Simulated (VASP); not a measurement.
# Sb (Pm-3m) in VASP: further runs

Sb is run at these levels: PBE; tasks: single point.

Everything below comes from runs of VASP 6.6.1. Logs are shortened: lines on timing, memory, paths and dates and some standing lists are left out, and cuts for length are marked.

## Step 1: The cell of the first run

It takes space group Pm-3m (No. 221, cubic). The conventional cell has a = 3.096 Å, b = 3.096 Å, c = 3.096 Å, α = 90.00°, β = 90.00°, γ = 90.00°. Sb (site symmetry m-3m) has 6 Sb at 3.10 Å within 4.1 Å.

## Step 2: Single point, PBE (volume scaled by 0.9405)

INCAR reads:

```
PREC = Accurate ; ENCUT = 500
EDIFF = 1E-6 ; ISMEAR = -1
SIGMA = 0.08 ; LREAL = False
LASPH = True ; NELM = 120
ALGO = Normal ; ISIF = 2
LWAVE = False ; LCHARG = False
GGA = PE ; NBANDS = 8
GGA_COMPAT = False
```

KPOINTS reads:

```
regular mesh
0
Gamma
  12 12 12
```

POSCAR reads:

```
Sb
1.0
    3.0960408524      0.0000000000      0.0000000000
    0.0000000000      3.0960408524      0.0000000000
    0.0000000000      0.0000000000      3.0960408524
Sb
1
Direct
    0.0000000000      0.0000000000      0.0000000000
```

Potentials or basis: VASP PAW PBE potentials, release 64 (Sb).

On the command line:

```sh
$ cat potpaw_PBE.64/Sb/POTCAR > POTCAR
$ mpirun -np 1 vasp_std > vasp.out
```

OUTCAR:

```text
PREC = Accurate
   ENCUT = 500
   EDIFF = 1E-6
   ISMEAR = -1
   LREAL = False
   LASPH = True
   NELM = 120
   ISIF = 2
   GGA = PE

 ion  position               nearest neighbor table
   1  0.000  0.000  0.000-

  LATTYP: Found a simple cubic cell.
 ALAT       =     3.0960408524

  Lattice vectors:

 A1 = (   3.0960408524,   0.0000000000,   0.0000000000)
 A2 = (   0.0000000000,   3.0960408524,   0.0000000000)
 A3 = (   0.0000000000,   0.0000000000,   3.0960408524)

Analysis of symmetry for initial positions (statically):
=====================================================================
 Subroutine PRICEL returns:
 Original cell was already a primitive cell.

 Routine SETGRP: Setting up the symmetry group for a
 simple cubic supercell.

 Subroutine GETGRP returns: Found 48 space group operations
 (whereof 48 operations were pure point group operations)
 out of a pool of 48 trial point group operations.

The static configuration has the point symmetry O_h .

Analysis of symmetry for dynamics (positions and initial velocities):
=====================================================================
 Subroutine PRICEL returns:
 Original cell was already a primitive cell.

 Routine SETGRP: Setting up the symmetry group for a
 simple cubic supercell.

 Subroutine GETGRP returns: Found 48 space group operations
 (whereof 48 operations were pure point group operations)
 out of a pool of 48 trial point group operations.

The dynamic configuration has the point symmetry O_h .

 Subroutine INISYM returns: Found 48 space group operations
 (whereof 48 operations are pure point group operations),
 and found     1 'primitive' translations

----------------------------------------------------------------------------------------

                                     Primitive cell

  volume of cell :      29.6770

  direct lattice vectors                    reciprocal lattice vectors
     3.096040852  0.000000000  0.000000000     0.322993154  0.000000000  0.000000000
     0.000000000  3.096040852  0.000000000     0.000000000  0.322993154  0.000000000
     0.000000000  0.000000000  3.096040852     0.000000000  0.000000000  0.322993154

  length of vectors
     3.096040852  3.096040852  3.096040852     0.322993154  0.322993154  0.322993154

  position of ions in fractional coordinates (direct lattice)
     0.000000000  0.000000000  0.000000000

  ion indices of the primitive-cell ions
   primitive index   ion index
                 1           1

----------------------------------------------------------------------------------------

 KPOINTS: regular mesh

Automatic generation of k-mesh.
 Grid dimensions read from file:
 generate k-points for:   12   12   12

 Generating k-lattice:

  Cartesian coordinates                     Fractional coordinates (reciprocal lattice)
     0.026916096  0.000000000  0.000000000     0.083333333  0.000000000  0.000000000
     0.000000000  0.026916096  0.000000000     0.000000000  0.083333333  0.000000000
     0.000000000  0.000000000  0.026916096     0.000000000  0.000000000  0.083333333

  Length of vectors
     0.026916096  0.026916096  0.026916096

  Shift w.r.t. Gamma in fractional coordinates (k-lattice)
     0.000000000  0.000000000  0.000000000

 Subroutine IBZKPT returns following result:
 ===========================================

 Found     84 irreducible k-points:

 Following reciprocal coordinates:
            Coordinates               Weight
  0.000000  0.000000  0.000000      1.000000
  0.083333  0.000000  0.000000      6.000000
  0.166667  0.000000  0.000000      6.000000
  0.250000  0.000000  0.000000      6.000000
  0.333333  0.000000  0.000000      6.000000
  0.416667  0.000000  0.000000      6.000000
[... 16 lines left out ...]
  0.333333  0.333333  0.000000     12.000000
  0.416667  0.333333  0.000000     24.000000
 [... further k-points ...]
   k-points           NKPTS =     84   k-points in BZ     NKDIM =     84   number of bands    NBANDS=      8
   number of dos      NEDOS =    301   number of ions     NIONS =      1
   total plane-waves  NPLWV =  13824
   dimension x,y,z NGX =    24 NGY =   24 NGZ =   24
   dimension x,y,z NGXF=    48 NGYF=   48 NGZF=   48
   ions per type =               1
   NGX,Y,Z   is equivalent  to a cutoff of  12.89, 12.89, 12.89 a.u.
   NGXF,Y,Z  is equivalent  to a cutoff of  25.77, 25.77, 25.77 a.u.
 SYSTEM =  unknown system
   PREC   = accura    normal or accurate (medium, high low for compatibility)
   ISTART =      0    job   : 0-new  1-cont  2-samecut
   ICHARG =      2    charge: 1-file 2-atom 10-const
   ISPIN  =      1    spin polarized calculation?
   LNONCOLLINEAR =      F non collinear calculations
   LSORBIT =      F    spin-orbit coupling
   LASPH  =      T    aspherical Exc in radial PAW
   ENCUT  =  500.0 eV  36.75 Ry    6.06 a.u.   5.64  5.64  5.64*2*pi/ulx,y,z
   NELM   =    120;   NELMIN=  2; NELMDL= -5     # of ELM steps
   EDIFF  = 0.1E-05   stopping-criterion for ELM
   LREAL  =      F    real-space projection
   EDIFFG = 0.1E-04   stopping-criterion for IOM
   NSW    =      0    number of steps for IOM
   IBRION =     -1    ionic relax: 0-MD 1-quasi-New 2-CG
   NFREE  =      0    steps in history (QN), initial steepest desc. (CG)
   ISIF   =      2    stress and relaxation
   ISYM   =      2    0-nonsym 1-usesym 2-fastsym
   POTIM  = 0.5000    time-step for ionic-motion
   TEBEG  =    0.0;   TEEND  =   0.0 temperature during run
   PSTRESS=    0.0 pullay stress
   NELECT =       5.0000    total number of electrons
   NUPDOWN=      -1.0000    fix difference up-down
   EMIN   =  10.00;   EMAX   =-10.00  energy-range for DOS
   EFERMI =   0.00;   METHOD = LEGACY
   ISMEAR =    -1;   SIGMA  =   0.08  broadening in eV -4-tet -1-fermi 0-gaus
   EFERMI_NEDOS =   21; number of points for ismear=-14 and -15
   IALGO  =     38    algorithm
   IMIX   =      4    mixing-type and parameters
     AMIX     =   0.40;   BMIX     =  1.00
     AMIX_MAG =   1.60;   BMIX_MAG =  1.00
  volume/ion in A,a.u.               =      29.68       200.27
  Fermi-wavevector in a.u.,A,eV,Ry     =   0.904187  1.708665 11.123494  0.817554
  Thomas-Fermi vector in A             =   2.027603
   LORBIT       =      0    0 simple, 1 ext, 2 COOP (PROOUT), +10 PAW based schemes
   GGA     = PE    functional components
   LHFCALC =     F    Hartree Fock is set to
   AEXX    =    0.0000 exact exchange contribution
   IVDW    =     0    specifies the selected vdW correction
   LEPSILON=     F    determine dielectric tensor
   LRPA    =     F    only Hartree local field effects (RPA)
 non-spin polarized calculation
  energy-cutoff  :      500.00
  volume of cell :       29.68
 maximum number of plane-waves:       772
 NGX is ok and might be reduce to    24
   NGX = 11   NGY = 11   NGZ = 11

 number of electron       4.9999999 magnetization

 Free energy of the ion-electron system (eV)
  ---------------------------------------------------
  ext. energy  EPLUGINS =         0.00000000
  ---------------------------------------------------
  free energy    TOTEN  =        -4.08482293 eV

  energy without entropy =       -4.06978667  energy(sigma->0) =       -4.07730480

 E-fermi :   7.2856     XC(G=0):  -9.6476

 val. band max:        7.2663468394   @ k =   0.4167   0.2500   0.0833
 cond. band min:       7.3075158188   @ k =   0.1667   0.0833   0.0000
 fundamental gap:      0.0411689794
 Fermi energy:         7.2855950331

 k-point     1 :       0.0000    0.0000    0.0000
  band No.  band energies     occupation
      1      -5.2272      2.00000
      2      10.4794      0.00000
      3      10.4794      0.00000
      4      10.4794      0.00000
      5      14.1232      0.00000
      6      14.1232      0.00000
      7      15.4916      0.00000
      8      24.8642      0.00000

 k-point     2 :       0.0833    0.0000    0.0000
  band No.  band energies     occupation
      1      -5.1260      2.00000
      2       9.2611      0.00000
      3      10.5794      0.00000
      4      10.5794      0.00000
      5      14.2031      0.00000
      6      14.8065      0.00000
      7      16.2468      0.00000
      8      23.9872      0.00000

 k-point     3 :       0.1667    0.0000    0.0000
  band No.  band energies     occupation
      1      -4.8263      2.00000
      2       7.2123      1.42864
      3      10.8688      0.00000
      4      10.8688      0.00000
      5      14.4412      0.00000
      6      15.2772      0.00000
      7      18.4616      0.00000
      8      22.5714      0.00000

 k-point     4 :       0.2500    0.0000    0.0000
  band No.  band energies     occupation
      1      -4.3438      2.00000
      2       5.2075      2.00000
      3      11.3132      0.00000
      4      11.3132      0.00000
      5      14.8301      0.00000
      6      15.7542      0.00000
      7      20.8353      0.00000
      8      21.1593      0.00000

 k-point     5 :       0.3333    0.0000    0.0000
  band No.  band energies     occupation
      1      -3.7231      2.00000
      2       3.4514      2.00000
      3      11.8390      0.00000
      4      11.8390      0.00000
      5      15.3462      0.00000
      6      16.3832      0.00000
      7      19.9118      0.00000
      8      19.9118      0.00000
[... 177 lines left out ...]
 k-point    22 :       0.5000    0.2500    0.0000
  band No.  band energies     occupation
      1      -1.8837      2.00000
      2       2.4038      2.00000
      3       7.4130      0.33812
      4      12.3779      0.00000
      5      13.3605      0.00000
      6      17.9715      0.00000
      7      19.1094      0.00000
      8      19.3246      0.00000

 k-point    23 :       0.3333    0.3333    0.0000
  band No.  band energies     occupation
      1      -2.2005      2.00000
      2       4.6322      2.00000
      3       5.0734      2.00000
      4      12.3948      0.00000
      5      13.2211      0.00000
      6      17.3189      0.00000
      7      20.9244      0.00000
      8      21.0997      0.00000

 k-point    24 :       0.4167    0.3333    0.0000
  band No.  band energies     occupation
      1      -1.5528      2.00000
      2       3.4852      2.00000
      3       5.3944      2.00000
      4      11.2891      0.00000
      5      13.6955      0.00000
      6      18.0343      0.00000
      7      20.1342      0.00000
      8      20.3677      0.00000

 [... further k-points ...]

------------------------ aborting loop because EDIFF is reached ----------------------------------------

  FORCE on cell =-STRESS in cart. coord.  units (eV):
  Direction    XX          YY          ZZ          XY          YZ          ZX
  --------------------------------------------------------------------------------------
  -------------------------------------------------------------------------------------
  Total        0.1484214      0.1484214      0.1484214     -0.0000000     -0.0000000     -0.0000000
  in kB        8.0128500      8.0128500      8.0128500     -0.0000000     -0.0000000     -0.0000000
  external PRESSURE =       8.0128500 kB  Pullay stress =       0.0000000 kB

 VOLUME and BASIS-vectors are now :
 -----------------------------------------------------------------------------
  energy-cutoff  :      500.00
  volume of cell :       29.68
      direct lattice vectors                 reciprocal lattice vectors
     3.096040852  0.000000000  0.000000000     0.322993154  0.000000000  0.000000000
     0.000000000  3.096040852  0.000000000     0.000000000  0.322993154  0.000000000
     0.000000000  0.000000000  3.096040852     0.000000000  0.000000000  0.322993154

 POSITION                                       TOTAL-FORCE (eV/Angst)
 -----------------------------------------------------------------------------------
      0.00000      0.00000      0.00000         0.000000      0.000000      0.000000
 -----------------------------------------------------------------------------------
    total drift:                                0.000000      0.000000      0.000000

  FREE ENERGIE OF THE ION-ELECTRON SYSTEM (eV)
  ---------------------------------------------------
  free  energy   TOTEN  =        -4.0848229303 eV

  energy  without entropy=       -4.0697866673  energy(sigma->0) =       -4.07730480
```

Wall time 7.2 s (1 thread of AMD EPYC 9R45 (Zen 5), shared host); peak memory 0.12 GiB.

What came out:

```
Free energy : -4.0848 eV
Pressure    : 0.8 GPa
```

Levels at points of the mesh, in eV from the Fermi level:
| k point | band 1 | band 2 | band 3 | band 4 | band 5 | band 6 | band 7 | band 8 |
| --- | --- | --- | --- | --- | --- | --- | --- | --- |
| (0.00, 0.00, 0.00) | -12.51 | 3.19 | 3.19 | 3.19 | 6.84 | 6.84 | 8.21 | 17.58 |
| (0.50, 0.00, 0.00) | -10.07 | -5.70 | 5.22 | 5.22 | 8.93 | 10.53 | 11.37 | 11.37 |
| (0.50, 0.50, 0.00) | -7.48 | -3.64 | -3.64 | 2.08 | 7.28 | 12.79 | 13.18 | 13.18 |
| (0.50, 0.50, 0.50) | -4.59 | -1.71 | -1.71 | -1.71 | 4.74 | 4.74 | 4.74 | 6.85 |

Caveat: spin-orbit coupling is left out, which moves the levels of the heavy elements.

## Step 3: Single point, PBE (volume scaled by 0.98)

INCAR reads:

```
PREC = Accurate
ENCUT = 500
EDIFF = 1E-6
ISMEAR = -1
SIGMA = 0.08
LREAL = F
LASPH = T
NELM = 120
ALGO = Normal
ISIF = 2
LWAVE = F
LCHARG = F
GGA = PE
NBANDS = 8
GGA_COMPAT = F
```

KPOINTS reads:

```
Automatic mesh
0
Gamma
  12 12 12
```

POSCAR reads:

```
Sb
1.0
    3.1387913073      0.0000000000      0.0000000000
    0.0000000000      3.1387913073      0.0000000000
    0.0000000000      0.0000000000      3.1387913073
Sb
1
Direct
    0.0000000000      0.0000000000      0.0000000000
```

Potentials or basis: VASP PAW PBE potentials, release 64 (Sb).

On the command line:

```sh
$ cat potpaw_PBE.64/Sb/POTCAR > POTCAR
$ mpirun -np 1 vasp_std > vasp.out
```

Wall time 8 s (1 thread of AMD EPYC 9R45 (Zen 5), shared host); peak memory 0.11 GiB.

It converged, with:

* Free energy: -4.0824 eV
* Pressure: -1.3 GPa

Levels at points of the mesh, in eV from the Fermi level:
```csv
k point,band 1,band 2,band 3,band 4,band 5,band 6,band 7,band 8
"(0.00, 0.00, 0.00)",-12.19,3.10,3.10,3.10,6.81,6.81,7.97,17.36
"(0.50, 0.00, 0.00)",-9.90,-5.41,4.99,4.99,8.82,10.43,11.20,11.26
"(0.50, 0.50, 0.00)",-7.48,-3.45,-3.45,2.24,6.90,12.48,13.08,13.08
"(0.50, 0.50, 0.50)",-4.81,-1.62,-1.62,-1.62,4.81,4.81,4.81,6.96
```

Caveat: spin-orbit coupling is left out, which moves the levels of the heavy elements.

## Step 4: Single point, PBE (volume scaled by 1.02)

INCAR reads:

```
SYSTEM = Sb
ALGO = Normal
EDIFF = 1E-6
ENCUT = 500
GGA = PE
GGA_COMPAT = .FALSE.
ISIF = 2
ISMEAR = -1
LASPH = .TRUE.
LCHARG = .TRUE.
LELF = .TRUE.
LREAL = .FALSE.
LVHAR = .TRUE.
LWAVE = .FALSE.
NBANDS = 8
NELM = 120
PREC = Accurate
SIGMA = 0.08
```

KPOINTS reads:

```
k-points
0
G
  12 12 12
  0 0 0
```

POSCAR reads:

```
Sb
1.0
    3.1809277622      0.0000000000      0.0000000000
    0.0000000000      3.1809277622      0.0000000000
    0.0000000000      0.0000000000      3.1809277622
Sb
1
Direct
    0.0000000000      0.0000000000      0.0000000000
```

Potentials or basis: VASP PAW PBE potentials, release 64 (Sb).

On the command line:

```sh
$ cat potpaw_PBE.64/Sb/POTCAR > POTCAR
$ mpirun -np 1 vasp_std > vasp.out
```

OUTCAR:

```text
SYSTEM = Sb
   EDIFF = 1E-6
   ENCUT = 500
   GGA = PE
   ISIF = 2
   ISMEAR = -1
   LASPH = .TRUE.
   LREAL = .FALSE.
   NELM = 120
   PREC = Accurate

 ion  position               nearest neighbor table
   1  0.000  0.000  0.000-

  LATTYP: Found a simple cubic cell.
 ALAT       =     3.1809277622

  Lattice vectors:

 A1 = (   3.1809277622,   0.0000000000,   0.0000000000)
 A2 = (   0.0000000000,   3.1809277622,   0.0000000000)
 A3 = (   0.0000000000,   0.0000000000,   3.1809277622)

Analysis of symmetry for initial positions (statically):
[... 432 lines left out ...]
  band No.  band energies     occupation
      1      -2.3320      2.00000
      2       2.8549      2.00000
      3       4.5473      2.00000
      4      10.4466      0.00000
      5      12.0931      0.00000
      6      16.6973      0.00000
      7      18.8156      0.00000
      8      19.1049      0.00000

 [... further k-points ...]
[... 5 lines left out ...]
  --------------------------------------------------------------------------------------
  -------------------------------------------------------------------------------------
  Total       -0.6170481     -0.6170481     -0.6170481     -0.0000000     -0.0000000      0.0000000
  in kB      -30.7162517    -30.7162517    -30.7162517     -0.0000000     -0.0000000      0.0000000
  external PRESSURE =     -30.7162517 kB  Pullay stress =       0.0000000 kB

 VOLUME and BASIS-vectors are now :
 -----------------------------------------------------------------------------
  energy-cutoff  :      500.00
  volume of cell :       32.19
      direct lattice vectors                 reciprocal lattice vectors
     3.180927762  0.000000000  0.000000000     0.314373691  0.000000000  0.000000000
     0.000000000  3.180927762  0.000000000     0.000000000  0.314373691  0.000000000
     0.000000000  0.000000000  3.180927762     0.000000000  0.000000000  0.314373691

 POSITION                                       TOTAL-FORCE (eV/Angst)
 -----------------------------------------------------------------------------------
      0.00000      0.00000      0.00000         0.000000      0.000000      0.000000
 -----------------------------------------------------------------------------------
    total drift:                                0.000000     -0.000000      0.000000

  FREE ENERGIE OF THE ION-ELECTRON SYSTEM (eV)
  ---------------------------------------------------
  free  energy   TOTEN  =        -4.0647378673 eV

  energy  without entropy=       -4.0488070859  energy(sigma->0) =       -4.05677248
```

OSZICAR:

```text
N       E                     dE             d eps       ncg     rms          rms(c)
DAV:   1     0.513484361426E+01    0.51348E+01   -0.16005E+03  1352   0.395E+02
DAV:   2    -0.394409461968E+01   -0.90789E+01   -0.87765E+01  1896   0.515E+01
DAV:   3    -0.405951490657E+01   -0.11542E+00   -0.11526E+00  1576   0.650E+00
DAV:   4    -0.406001323737E+01   -0.49833E-03   -0.49832E-03  2056   0.525E-01
DAV:   5    -0.406001508419E+01   -0.18468E-05   -0.18469E-05  1624   0.207E-02    0.168E+00
DAV:   6    -0.406274485532E+01   -0.27298E-02   -0.12234E-03  1752   0.211E-01    0.990E-01
DAV:   7    -0.406467954511E+01   -0.19347E-02   -0.28549E-03  1448   0.318E-01    0.785E-02
DAV:   8    -0.406473421204E+01   -0.54667E-04   -0.94507E-05  1824   0.650E-02    0.653E-03
DAV:   9    -0.406473747703E+01   -0.32650E-05   -0.26136E-06  1728   0.103E-02    0.222E-03
DAV:  10    -0.406473786730E+01   -0.39026E-06   -0.11026E-06  1648   0.542E-03
   1 F= -.40647379E+01 E0= -.40567725E+01  d E =-.159308E-01
```

Wall time 8.1 s (1 thread of AMD EPYC 9R45 (Zen 5), shared host); peak memory 0.12 GiB.

What came out:

- Free energy: -4.0647 eV
- Pressure: -3.1 GPa

Levels at points of the mesh, in eV from the Fermi level:
```
           k point  band 1  band 2  band 3  band 4  band 5  band 6
(0.00, 0.00, 0.00)  -11.89    3.01    3.01    3.01    6.79    6.79
(0.50, 0.00, 0.00)   -9.74   -5.13    4.78    4.78    8.73   10.33
(0.50, 0.50, 0.00)   -7.48   -3.27   -3.27    2.39    6.54   12.18
(0.50, 0.50, 0.50)   -5.01   -1.53   -1.53   -1.53    4.88    4.88
```

Caveat: spin-orbit coupling is left out, which moves the levels of the heavy elements.

## Step 5: Summary

| cell | gap on the mesh (eV) | pressure (GPa) |
| --- | --- | --- |
| a = 3.096 Å, 1 atom | none | 0.8 |
| a = 3.139 Å, 1 atom | none | -1.3 |
| a = 3.181 Å, 1 atom | none | -3.1 |

Alike in all rows: task single point; level PBE; potentials or basis VASP PAW PBE potentials, release 64 (Sb); no spin polarisation; k mesh 12 × 12 × 12; cutoff (eV) 500; smearing fermi-dirac 0.08 eV.

Caveats: spin-orbit coupling is left out, which moves the levels of the heavy elements.

Total energies depend on the potentials used, so only differences within one code and one set of settings carry meaning.
